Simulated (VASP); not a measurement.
Wanted: the native input for a VASP 6.6.1 run.

```yaml
Task: electric field gradients
Functional: PBE
Potentials_or_basis: VASP PAW PBE potentials, release 64 (Sc_sv, Al)
Cutoff: 400 eV
k_mesh: 10 × 10 × 10
Occupations: gaussian, width 0.05 eV
Spin: no spin polarisation
Dipole_correction: no
Further_INCAR_settings: ALGO = Normal; EDIFF = 1e-08; NBANDS = 18
```

The structure of ScAl3 lies in POSCAR:

```
ScAl3
1.0
    4.0878065700      0.0000000000      0.0000000000
    0.0000000000      4.0878065700      0.0000000000
    0.0000000000      0.0000000000      4.0878065700
Sc Al
1 3
Direct
    0.0000000000      0.0000000000      0.0000000000
    0.5000000000      0.0000000000      0.5000000000
    0.0000000000      0.5000000000      0.5000000000
    0.5000000000      0.5000000000      0.0000000000
```

One way to write it, as run:

INCAR

```
SYSTEM = ScAl3
PREC = Accurate ; ENCUT = 400
EDIFF = 1E-8 ; ISMEAR = 0
SIGMA = 0.05 ; LREAL = .FALSE.
LASPH = .TRUE. ; NELM = 120
ALGO = Normal ; ISIF = 2
LWAVE = .FALSE. ; LCHARG = .FALSE.
GGA = PE ; LEFG = .TRUE.
NBANDS = 18 ; GGA_COMPAT = .FALSE.
```

KPOINTS

```
regular mesh
0
G
  10 10 10
  0 0 0
```

Potentials or basis: VASP PAW PBE potentials, release 64 (Sc_sv, Al).

The run is started by

```console
$ cat potpaw_PBE.64/Sc_sv/POTCAR potpaw_PBE.64/Al/POTCAR > POTCAR
$ mpirun -np 1 vasp_std > vasp.out
```

It gave:

```
Pressure               : 1.1 GPa
Band gap on the k mesh : zero (band 10 reaches 8.14 eV, above the bottom of band 11 at 4.32 eV)
```

Caveat: without QUAD_EFG the Cq values of the log hold for a quadrupole moment of 1 mb, not for the nuclei.

Run time: 42 s on 1 thread of Intel Xeon 6975P-C, on a shared host, peak memory 0.18 GiB.
